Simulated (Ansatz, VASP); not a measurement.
## AlP: VASP beside Ansatz

File INCAR:

```
  PREC = Accurate
  ENCUT = 500
  EDIFF = 1E-6
  ISMEAR = 0
  SIGMA = 0.01
  LREAL = F
  LASPH = T
  NELM = 120
  ALGO = Normal
  ISIF = 2
  LWAVE = F
  LCHARG = F
  GGA = PE
  NBANDS = 11
  GGA_COMPAT = F
```

KPOINTS

```
regular mesh
0
Gamma
  8 8 8
```

POSCAR

```
AlP
1.0
    0.0000000000      2.7536699453      2.7536699453
    2.7536699453      0.0000000000      2.7536699453
    2.7536699453      2.7536699453      0.0000000000
Al P
1 1
Direct
    0.0000000000      0.0000000000      0.0000000000
    0.7500000000      0.7500000000      0.7500000000
```

Input for Ansatz:

```yaml
crystal:
  lattice:
    - [0.0, 2.7536699453, 2.7536699453]
    - [2.7536699453, 0.0, 2.7536699453]
    - [2.7536699453, 2.7536699453, 0.0]
  atoms:
    - { symbol: Al, position: [0.0, 0.0, 0.0] }
    - { symbol: P, position: [0.75, 0.75, 0.75] }
basis:
  ecutwfc: 420
  xc_grid: 2
kpoints:
  mp_grid: { grid: [8, 8, 8] }
  band_path: { path: [VBM, CBM], npoints: 2 }
hamiltonian:
  xc: pbe
scf:
  occupations: { method: gaussian, width: 0.01 }
output:
  forces: true
  stress: true
  eigenvalues: true
```

Alike in both runs: task single point; functional PBE; k mesh 8 × 8 × 8; occupations gaussian, width 0.01 eV; no spin polarisation.

|  | VASP | Ansatz |
| --- | --- | --- |
| version | VASP 6.6.1 | Ansatz 0.2.0 |
| potentials or method | VASP PAW PBE potentials, release 64 (Al, P), cutoff 500 eV | scalar-relativistic, plane waves, PAW |
| valence electrons in the cell | 8 | 8 |

```tsv
	VASP	Ansatz	Ansatz less VASP
gap on the k mesh at the Fermi level (eV)	1.63	1.63	+0.002
least direct gap on the mesh (eV)	3.09	3.09	+0.002
pressure (GPa)	-0.1	0.0	+0.09
```
